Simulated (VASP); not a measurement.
Write the native input for VASP 6.6.1 that does the following.

```yaml
Task: electric field gradients
Functional: PBE
Potentials_or_basis: VASP PAW PBE potentials, release 64 (Sn_d)
Cutoff: 520 eV
k_mesh: 15 × 15 × 15
Occupations: fermi-dirac, width 0.05 eV
Spin: no spin polarisation
Dipole_correction: no
Further_INCAR_settings: ALGO = Normal; EDIFF = 1e-08; NBANDS = 21
```

The structure of Sn lies in POSCAR:

```
Sn
1.0
   -2.9730380483      2.9730380483      1.6218471360
    2.9730380483     -2.9730380483      1.6218471360
    2.9730380483      2.9730380483     -1.6218471360
Sn
2
Direct
    0.0000000000      0.0000000000      0.0000000000
    0.7500000000      0.2500000000      0.5000000000
```

This cell differs from its parent crystal: volume scaled by 1.06.

These files were run (other wordings do the same):

INCAR

```
  ALGO = Normal
  EDIFF = 1E-8
  ENCUT = 520
  GGA = PE
  ISIF = 2
  ISMEAR = -1
  LASPH = T
  LCHARG = F
  LEFG = T
  LREAL = F
  LWAVE = F
  NBANDS = 21
  NELM = 80
  PREC = Accurate
  SIGMA = 0.05
```

KPOINTS

```
k-points
0
Gamma
  15 15 15
```

Potentials or basis: VASP PAW PBE potentials, release 64 (Sn_d).

The run is started by

```console
$ cat potpaw_PBE.64/Sn_d/POTCAR > POTCAR
$ mpirun -np 1 vasp_std > vasp.out
```

Results of the run:

The pressure is -0.5 GPa and the band gap on the k mesh is zero (band 14 reaches 8.72 eV, above the bottom of band 15 at 4.70 eV).

Caveat: without QUAD_EFG the Cq values of the log hold for a quadrupole moment of 1 mb, not for the nuclei; spin-orbit coupling is left out, which moves the levels of the heavy elements.

It took 17 min on 1 thread of AMD EPYC 7R13 (shared host), peak memory 0.37 GiB.
